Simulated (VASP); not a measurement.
# Si (I4_1/amd) in VASP: single point with r2SCAN

Aim: the single point of Si with r2SCAN.

Program: VASP 6.6.1. These are calculated values, not measurements. Logs are shortened: lines on timing, memory, paths and dates and some standing lists are left out, and cuts for length are marked.

### 1 The cell of the first run

The structure is tetragonal, space group I4_1/amd (No. 141). Conventional cell: a = 3.927 Å, b = 3.927 Å, c = 5.365 Å, α = 90.00°, β = 90.00°, γ = 90.00°. Within 3.1 Å of Si (site symmetry -4m2) lie 4 Si at 2.38 Å.

### 2 Single point, r2SCAN (in-plane strain +0.02, then relaxed in part)

POSCAR reads:

```
Si
1.0
    2.7765148330      2.7765148330      0.0000000000
   -2.7765148330      2.7765148330      0.0000000000
    0.0000000000      2.7765148330      2.6823112613
Si
2
Direct
    0.2500000000      0.7500000000      0.5000000000
    0.0000000000      0.0000000000      0.0000000000
```

INCAR.step1 reads:

```
PREC = Accurate
ENCUT = 520
ISMEAR = 0
SIGMA = 0.01
LREAL = False
LASPH = True
NELM = 100
NBANDS = 11
GGA = PE
ALGO = Normal
EDIFF = 1E-4
LWAVE = True
LCHARG = False
```

INCAR.step2 reads:

```
PREC = Accurate
ENCUT = 520
EDIFF = 1E-6
ISMEAR = 0
SIGMA = 0.01
LREAL = False
LASPH = True
NELM = 100
ALGO = Normal
ISIF = 2
LWAVE = False
LCHARG = True
METAGGA = R2SCAN
LMIXTAU = True
LELF = True
LVHAR = True
NBANDS = 11
ISTART = 1
```

KPOINTS reads:

```
Automatic mesh
0
Gamma
  8 8 8
```

Potentials or basis: VASP PAW PBE potentials, release 64 (Si).

Launch:

```bash
$ cat potpaw_PBE.64/Si/POTCAR > POTCAR
$ cp INCAR.step1 INCAR
$ mpirun -np 1 vasp_std > vasp.out
$ cp INCAR.step2 INCAR
$ mpirun -np 1 vasp_std > vasp.out
```

OUTCAR:

```text
PREC = Accurate
   ENCUT = 520
   EDIFF = 1E-6
   ISMEAR = 0
   LREAL = False
   LASPH = True
   NELM = 100
   ISIF = 2
   METAGGA = R2SCAN
   ISTART = 1

 ion  position               nearest neighbor table
   1  0.250  0.750  0.500-   2 2.38   2 2.38   2 2.38   2 2.38
   2  0.000  0.000  0.000-   1 2.38   1 2.38   1 2.38   1 2.38

  LATTYP: Found a body centered tetragonal cell.
 ALAT       =     3.9265849330
 C/A-ratio  =     1.3662311179

  Lattice vectors:

 A1 = (   2.7765148330,   0.0000000000,  -2.6823112613)
 A2 = (  -2.7765148330,   0.0000000000,  -2.6823112613)
 A3 = (   0.0000000000,   2.7765148330,   2.6823112613)

Analysis of symmetry for initial positions (statically):
=====================================================================
 Subroutine PRICEL returns:
 Original cell was already a primitive cell.

 Routine SETGRP: Setting up the symmetry group for a
 body centered tetragonal supercell.

 Subroutine GETGRP returns: Found 16 space group operations
 (whereof  8 operations were pure point group operations)
 out of a pool of 16 trial point group operations.

The static configuration has the point symmetry D_2d.
 The point group associated with its full space group is D_4h.

Analysis of symmetry for dynamics (positions and initial velocities):
=====================================================================
 Subroutine PRICEL returns:
 Original cell was already a primitive cell.

 Routine SETGRP: Setting up the symmetry group for a
 body centered tetragonal supercell.

 Subroutine GETGRP returns: Found 16 space group operations
 (whereof  8 operations were pure point group operations)
 out of a pool of 16 trial point group operations.

The dynamic configuration has the point symmetry D_2d.
 The point group associated with its full space group is D_4h.

 Subroutine INISYM returns: Found 16 space group operations
 (whereof  8 operations are pure point group operations),
 and found     1 'primitive' translations

----------------------------------------------------------------------------------------

                                     Primitive cell

  volume of cell :      41.3561

  direct lattice vectors                    reciprocal lattice vectors
     2.776514833  2.776514833  0.000000000     0.180081876  0.180081876 -0.186406405
    -2.776514833  2.776514833  0.000000000    -0.180081876  0.180081876 -0.186406405
     0.000000000  2.776514833  2.682311261     0.000000000  0.000000000  0.372812811

  length of vectors
     3.926584933  3.926584933  3.860547671     0.315604677  0.315604677  0.372812811

  position of ions in fractional coordinates (direct lattice)
     0.250000000  0.750000000  0.500000000
     0.000000000  0.000000000  0.000000000

  ion indices of the primitive-cell ions
   primitive index   ion index
                 1           1
                 2           2

----------------------------------------------------------------------------------------

 KPOINTS: Automatic mesh

Automatic generation of k-mesh.
 Grid dimensions read from file:
 generate k-points for:    8    8    8

 Generating k-lattice:

  Cartesian coordinates                     Fractional coordinates (reciprocal lattice)
     0.022510235  0.022510235 -0.023300801     0.125000000  0.000000000  0.000000000
    -0.022510235  0.022510235 -0.023300801     0.000000000  0.125000000  0.000000000
     0.000000000  0.000000000  0.046601601     0.000000000  0.000000000  0.125000000

  Length of vectors
     0.039450585  0.039450585  0.046601601

  Shift w.r.t. Gamma in fractional coordinates (k-lattice)
     0.000000000  0.000000000  0.000000000

 Subroutine IBZKPT returns following result:
 ===========================================

 Found     59 irreducible k-points:

 Following reciprocal coordinates:
            Coordinates               Weight
  0.000000  0.000000  0.000000      1.000000
  0.125000  0.000000 -0.000000      8.000000
  0.250000  0.000000 -0.000000      8.000000
  0.375000  0.000000 -0.000000      8.000000
  0.500000  0.000000 -0.000000      4.000000
  0.125000  0.125000 -0.000000      8.000000
[... 16 lines left out ...]
  0.250000  0.000000  0.125000      4.000000
  0.375000  0.000000  0.125000      8.000000
 [... further k-points ...]
   k-points           NKPTS =     59   k-points in BZ     NKDIM =     59   number of bands    NBANDS=     11
   number of dos      NEDOS =    301   number of ions     NIONS =      2
   total plane-waves  NPLWV =  27000
   dimension x,y,z NGX =    30 NGY =   30 NGZ =   30
   dimension x,y,z NGXF=    60 NGYF=   60 NGZF=   60
   ions per type =               2
   NGX,Y,Z   is equivalent  to a cutoff of  12.70, 12.70, 12.92 a.u.
   NGXF,Y,Z  is equivalent  to a cutoff of  25.40, 25.40, 25.84 a.u.
 SYSTEM =  unknown system
   PREC   = accura    normal or accurate (medium, high low for compatibility)
   ISTART =      1    job   : 0-new  1-cont  2-samecut
   ICHARG =      0    charge: 1-file 2-atom 10-const
   ISPIN  =      1    spin polarized calculation?
   LNONCOLLINEAR =      F non collinear calculations
   LSORBIT =      F    spin-orbit coupling
   LASPH  =      T    aspherical Exc in radial PAW
   ENCUT  =  520.0 eV  38.22 Ry    6.18 a.u.   7.30  7.30  7.18*2*pi/ulx,y,z
   NELM   =    100;   NELMIN=  2; NELMDL=  0     # of ELM steps
   EDIFF  = 0.1E-05   stopping-criterion for ELM
   LREAL  =      F    real-space projection
   EDIFFG = 0.1E-04   stopping-criterion for IOM
   NSW    =      0    number of steps for IOM
   IBRION =     -1    ionic relax: 0-MD 1-quasi-New 2-CG
   NFREE  =      0    steps in history (QN), initial steepest desc. (CG)
   ISIF   =      2    stress and relaxation
   ISYM   =      2    0-nonsym 1-usesym 2-fastsym
   POTIM  = 0.5000    time-step for ionic-motion
   TEBEG  =    0.0;   TEEND  =   0.0 temperature during run
   PSTRESS=    0.0 pullay stress
   NELECT =       8.0000    total number of electrons
   NUPDOWN=      -1.0000    fix difference up-down
   EMIN   =  10.00;   EMAX   =-10.00  energy-range for DOS
   EFERMI =   0.00;   METHOD = LEGACY
   ISMEAR =     0;   SIGMA  =   0.01  broadening in eV -4-tet -1-fermi 0-gaus
   EFERMI_NEDOS =   21; number of points for ismear=-14 and -15
   IALGO  =     38    algorithm
   IMIX   =      4    mixing-type and parameters
     AMIX     =   0.40;   BMIX     =  1.00
     AMIX_MAG =   1.60;   BMIX_MAG =  1.00
  volume/ion in A,a.u.               =      20.68       139.54
  Fermi-wavevector in a.u.,A,eV,Ry     =   0.946800  1.789193 12.196684  0.896431
  Thomas-Fermi vector in A             =   2.074833
   LORBIT       =      0    0 simple, 1 ext, 2 COOP (PROOUT), +10 PAW based schemes
   METAGGA = R2SCAN    functional components
   LHFCALC =     F    Hartree Fock is set to
   AEXX    =    0.0000 exact exchange contribution
   IVDW    =     0    specifies the selected vdW correction
   LEPSILON=     F    determine dielectric tensor
   LRPA    =     F    only Hartree local field effects (RPA)
 non-spin polarized calculation
 Gauss-broadening in eV      SIGMA  =   0.01
  energy-cutoff  :      520.00
  volume of cell :       41.36
 maximum number of plane-waves:      1130
 NGX is ok and might be reduce to    30
   NGX = 15   NGY = 15   NGZ = 15

 number of electron       8.0000000 magnetization

 Free energy of the ion-electron system (eV)
  ---------------------------------------------------
  ext. energy  EPLUGINS =         0.00000000
  ---------------------------------------------------
  free energy    TOTEN  =       -17.52779003 eV

  energy without entropy =      -17.52779003  energy(sigma->0) =      -17.52779003

 E-fermi :   5.6291     XC(G=0):  -9.7274

 val. band max:        5.5811043592   @ k =   0.0000   0.0000   0.0000
 cond. band min:       6.0625924683   @ k =   0.0000   0.0000   0.3750
 fundamental gap:      0.4814881091
 Fermi energy:         5.6290527812

 k-point     1 :       0.0000    0.0000    0.0000
  band No.  band energies     occupation
      1      -6.8829      2.00000
      2       5.3351      2.00000
      3       5.3351      2.00000
      4       5.5811      2.00000
      5       8.0685      0.00000
      6       8.2124      0.00000
      7       8.2124      0.00000
      8       8.9935      0.00000
      9      13.2129      0.00000
     10      13.8284      0.00000
     11      13.9709      0.00000

 k-point     2 :       0.1250    0.0000   -0.0000
  band No.  band energies     occupation
      1      -6.6738      2.00000
      2       3.7883      2.00000
      3       5.0248      2.00000
      4       5.2229      2.00000
      5       8.0992      0.00000
      6       8.5823      0.00000
      7       8.6362      0.00000
      8      10.3729      0.00000
      9      12.8178      0.00000
     10      13.2940      0.00000
     11      14.7481      0.00000

 k-point     3 :       0.2500    0.0000   -0.0000
  band No.  band energies     occupation
      1      -6.0643      2.00000
      2       1.4072      2.00000
      3       4.5064      2.00000
      4       4.7617      2.00000
      5       7.6380      0.00000
      6       9.1047      0.00000
      7       9.2067      0.00000
      8      12.6495      0.00000
      9      12.9673      0.00000
     10      13.1247      0.00000
     11      15.0358      0.00000

 k-point     4 :       0.3750    0.0000   -0.0000
  band No.  band energies     occupation
      1      -5.1537      2.00000
      2      -0.6597      2.00000
      3       4.1380      2.00000
      4       4.4448      2.00000
      5       7.2664      0.00000
      6       9.0058      0.00000
      7       9.2753      0.00000
      8      13.8421      0.00000
      9      14.3126      0.00000
     10      14.5581      0.00000
     11      15.6422      0.00000

 k-point     5 :       0.5000    0.0000   -0.0000
  band No.  band energies     occupation
      1      -4.5116      2.00000
      2      -1.6969      2.00000
      3       4.0101      2.00000
      4       4.3371      2.00000
      5       7.1333      0.00000
      6       8.8882      0.00000
      7       9.1958      0.00000
      8      13.7114      0.00000
      9      16.2683      0.00000
     10      16.7005      0.00000
     11      16.8698      0.00000
[... 211 lines left out ...]
 k-point    21 :       0.5000    0.5000   -0.0000
  band No.  band energies     occupation
      1      -2.7021      2.00000
      2      -2.7021      2.00000
      3       2.5853      2.00000
      4       2.5853      2.00000
      5       6.4946      0.00000
      6       6.4946      0.00000
      7      15.8311      0.00000
      8      15.8311      0.00000
      9      17.0601      0.00000
     10      17.0601      0.00000
     11      18.2374      0.00000

 k-point    22 :       0.0000    0.0000    0.1250
  band No.  band energies     occupation
      1      -6.5922      2.00000
      2       4.1968      2.00000
      3       4.5001      2.00000
      4       4.5001      2.00000
      5       7.4976      0.00000
      6       9.3797      0.00000
      7       9.3797      0.00000
      8      10.0562      0.00000
      9      12.7321      0.00000
     10      13.5416      0.00000
     11      15.1197      0.00000

 k-point    23 :       0.2500    0.0000    0.1250
  band No.  band energies     occupation
      1      -6.3400      2.00000
      2       2.6767      2.00000
      3       3.9050      2.00000
      4       4.9781      2.00000
      5       8.5254      0.00000
      6       8.7843      0.00000
      7       9.1793      0.00000
      8      11.3357      0.00000
      9      11.9978      0.00000
     10      13.6893      0.00000
     11      15.7923      0.00000

 k-point    24 :       0.3750    0.0000    0.1250
  band No.  band energies     occupation
      1      -5.6223      2.00000
      2       0.7212      2.00000
      3       3.2137      2.00000
      4       4.4513      2.00000
      5       8.2104      0.00000
      6       9.3160      0.00000
      7       9.6984      0.00000
      8      12.1743      0.00000
      9      12.2495      0.00000
     10      15.5990      0.00000
     11      16.1238      0.00000

 [... further k-points ...]

------------------------ aborting loop because EDIFF is reached ----------------------------------------

  FORCE on cell =-STRESS in cart. coord.  units (eV):
  Direction    XX          YY          ZZ          XY          YZ          ZX
  --------------------------------------------------------------------------------------
  -------------------------------------------------------------------------------------
  Total       -0.9537876     -0.9537876     -0.0558989      0.0000000      0.0000000      0.0000000
  in kB      -36.9507369    -36.9507369     -2.1655833      0.0000000      0.0000000      0.0000000
  external PRESSURE =     -25.3556857 kB  Pullay stress =       0.0000000 kB

 VOLUME and BASIS-vectors are now :
 -----------------------------------------------------------------------------
  energy-cutoff  :      520.00
  volume of cell :       41.36
      direct lattice vectors                 reciprocal lattice vectors
     2.776514833  2.776514833  0.000000000     0.180081876  0.180081876 -0.186406405
    -2.776514833  2.776514833  0.000000000    -0.180081876  0.180081876 -0.186406405
     0.000000000  2.776514833  2.682311261     0.000000000  0.000000000  0.372812811

 POSITION                                       TOTAL-FORCE (eV/Angst)
 -----------------------------------------------------------------------------------
     -1.38826      4.16477      1.34116         0.000000     -0.000000      0.000000
      0.00000      0.00000      0.00000         0.000000      0.000000      0.000000
 -----------------------------------------------------------------------------------
    total drift:                               -0.000000      0.000000     -0.000000

  FREE ENERGIE OF THE ION-ELECTRON SYSTEM (eV)
  ---------------------------------------------------
  free  energy   TOTEN  =       -17.5277900297 eV

  energy  without entropy=      -17.5277900297  energy(sigma->0) =      -17.52779003
```

It took 1.7 min on 1 thread of Intel Xeon 8259CL, shared host; peak memory 0.17 GiB.

What came out:

```
Free energy            : -17.5278 eV
Pressure               : -2.5 GPa
Band gap on the k mesh : 0.48 eV (least direct gap 2.49 eV)
```

Levels at points of the mesh, in eV from the valence-band top:
| k point | band 2 | band 3 | band 4 | band 5 | band 6 | band 7 |
| --- | --- | --- | --- | --- | --- | --- |
| (0.00, 0.00, 0.00) | -0.25 | -0.25 | 0.00 | 2.49 | 2.63 | 2.63 |
| (0.50, 0.00, 0.00) | -7.28 | -1.57 | -1.24 | 1.55 | 3.31 | 3.61 |
| (0.50, 0.50, 0.00) | -8.28 | -3.00 | -3.00 | 0.91 | 0.91 | 10.25 |
| (0.00, 0.00, 0.50) | -8.08 | -3.26 | -3.26 | 0.63 | 0.63 | 10.38 |

Caveat: the cell differs from its parent crystal (in-plane strain +0.02, then relaxed in part); the PAW data sets were made with another functional, which shifts forces and pressure a little.
